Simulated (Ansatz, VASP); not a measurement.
Cu in VASP and in Ansatz

Contents of INCAR:

```
  PREC = Accurate
  ENCUT = 820
  EDIFF = 1E-6
  ISMEAR = 0
  SIGMA = 0.016
  LREAL = F
  LASPH = T
  NELM = 120
  ALGO = Normal
  ISIF = 2
  LWAVE = F
  LCHARG = F
  GGA = PE
  NBANDS = 26
  GGA_COMPAT = F
```

The input KPOINTS:

```
Automatic mesh
0
Gamma
  12 12 7
```

Contents of POSCAR:

```
Cu
1.0
    2.5340966698      0.0000000000      0.0000000000
   -1.2670483349      2.1945920917      0.0000000000
    0.0000000000      0.0000000000      4.1125710000
Cu
2
Direct
    0.6666666667      0.3333333333      0.7500000000
    0.3333333333      0.6666666667      0.2500000000
```

File input.yaml:

```yaml
crystal:
  lattice:
    - [2.5340966698, 0.0, 0.0]
    - [-1.2670483349, 2.1945920917, 0.0]
    - [0.0, 0.0, 4.112571]
  atoms:
    - { symbol: Cu, position: [0.6666666667, 0.3333333333, 0.75] }
    - { symbol: Cu, position: [0.3333333333, 0.6666666667, 0.25] }
hamiltonian:
  xc: pbe
  pseudopotentials: { kind: paw }
kpoints:
  mp_grid: { grid: [12, 12, 7] }
scf:
  occupations: { method: gaussian, width: 0.016 }
output:
  forces: true
  stress: true
  eigenvalues: true
```

Alike in both runs: task single point; functional PBE; k mesh 12 × 12 × 7; occupations gaussian, width 0.016 eV; no spin polarisation.

|  | VASP | Ansatz |
| --- | --- | --- |
| version | VASP 6.6.1 | Ansatz 0.2.0 |
| potentials or method | VASP PAW PBE potentials, release 64 (Cu_sv_GW) | Ansatz PAW |
| plane-wave cutoff (eV) | 820 | 420 |
| valence electrons in the cell | 38 | 38 |

```csv
,VASP,Ansatz,Ansatz less VASP
gap on the k mesh at the Fermi level (eV),none,none,-
pressure (GPa),6.1,7.3,+1.26
"traceless stress, the component that is largest in VASP (GPa)",0.23,0.23,+0.002
```

A gap of «none» marks a metal or a gap that the smearing closes. The functional is the same, so the differences come from potentials, cutoffs and numerics.
